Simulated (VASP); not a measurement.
The system is TaTi3.

```
Ta Ti
1.0
     0.00000    3.26500    3.26500
     3.26500    0.00000    3.26500
     3.26500    3.26500    0.00000
Ta Ti
1 3
Direct
  0.00000 0.00000 0.00000
  0.50000 0.50000 0.50000
  0.25000 0.25000 0.25000
  0.75000 0.75000 0.75000
```

| Quantity | Value |
| --- | --- |
| Program | VASP 6.6.1 |
| Task | relaxation of cell and atoms |
| Functional | LDA |
| Potentials or basis | VASP PAW LDA potentials, release 64 (Ta_pv, Ti_sv) |
| Cutoff | 500 eV |
| k mesh | 7 × 7 × 7 |
| Occupations | fermi-dirac, width 0.05 eV |
| Spin | no spin polarisation |

At the start: pressure -9.5 GPa; volume 17.40 Å³/atom.

Q: Where does the relaxation end?

A: Over 3 steps the energy falls by 40.1 meV/atom and the volume is 16.14 Å³/atom (-7.3 %); space group Fm-3m (No. 225, to 0.1 Å) before and after.

The path:
```tsv
step	energy change (eV)	largest force (eV/Å)	pressure (GPa)	volume (Å³)
1	0.0000	0.0000	-9.48	69.61
2	0.0092	0.0000	12.12	59.75
3	-0.1603	0.0000	-0.15	64.54
```

Final structure:
```yaml
crystal:
  lattice:
    - [0.00000, 3.18378, 3.18378]
    - [3.18378, 0.00000, 3.18378]
    - [3.18378, 3.18378, 0.00000]
  atoms:
    - { symbol: Ta, position: [0.00000, 0.00000, 0.00000] }
    - { symbol: Ti, position: [0.50000, 0.50000, 0.50000] }
    - { symbol: Ti, position: [0.25000, 0.25000, 0.25000] }
    - { symbol: Ti, position: [0.75000, 0.75000, 0.75000] }
```
